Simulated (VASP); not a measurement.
The system is Li2H3.

```xyz
5
Lattice="-1.4315 2.4766 2.5029 1.4315 -2.4766 2.5029 1.4315 2.4766 -2.5029" Properties=species:S:1:pos:R:3 pbc="T T T"
Li    0.0000    2.4766    1.2369
Li    1.4315    0.0000    1.2661
H     0.0000    0.0000    0.0000
H     0.0000    0.9511    2.5029
H     1.4315    1.5255    0.0000
```

The cell was built from a structure type or drawn by symmetry, and may not be a known phase.

| Property | Result |
| --- | --- |
| Program | VASP 6.6.1 |
| Task | relaxation of cell and atoms |
| Functional | PBE |
| Potentials or basis | VASP PAW PBE potentials, release 64 (Li_sv, H) |
| Cutoff | 600 eV |
| k mesh | 16 × 16 × 16 |
| Occupations | gaussian, width 0.1 eV |
| Spin | no spin polarisation |

At the start: pressure -0.1 GPa; volume 7.10 Å³/atom.

Task: Where does the relaxation end?

Result: Over 11 steps the energy falls by 3.2 meV/atom and the volume is 7.07 Å³/atom (-0.4 %); space group Immm (No. 71, to 0.1 Å) before and after.

Step by step:
```tsv
step	energy change (eV)	largest force (eV/Å)	pressure (GPa)	volume (Å³)
1	0.0000	0.0538	-0.14	35.49
2	-0.0018	0.0571	-0.12	35.46
3	-0.0061	0.0649	-0.03	35.36
4	-0.0081	0.0652	0.21	35.15
5	-0.0085	0.0686	0.12	35.22
6	-0.0102	0.0671	0.05	35.26
7	-0.0126	0.0504	-0.14	35.37
8	-0.0144	0.0351	-0.05	35.33
9	-0.0160	0.0056	0.14	35.24
10	-0.0160	0.0071	0.16	35.23
11	-0.0162	0.0042	0.02	35.34
```

Final structure:
```xyz
5
Lattice="-1.4596 2.4178 2.5037 1.4596 -2.4178 2.5037 1.4596 2.4178 -2.5037" Properties=species:S:1:pos:R:3 pbc="T T T"
Li    0.0000    2.4178    1.2252
Li    1.4596    0.0000    1.2786
H     0.0000    0.0000    0.0000
H     0.0000    1.0321    2.5037
H     1.4596    1.3858    0.0000
```

Caveat: the cutoff is under 1.25 times the usual one of these potentials, so pressure, stress and relaxed cells hold a basis-set (Pulay) error.
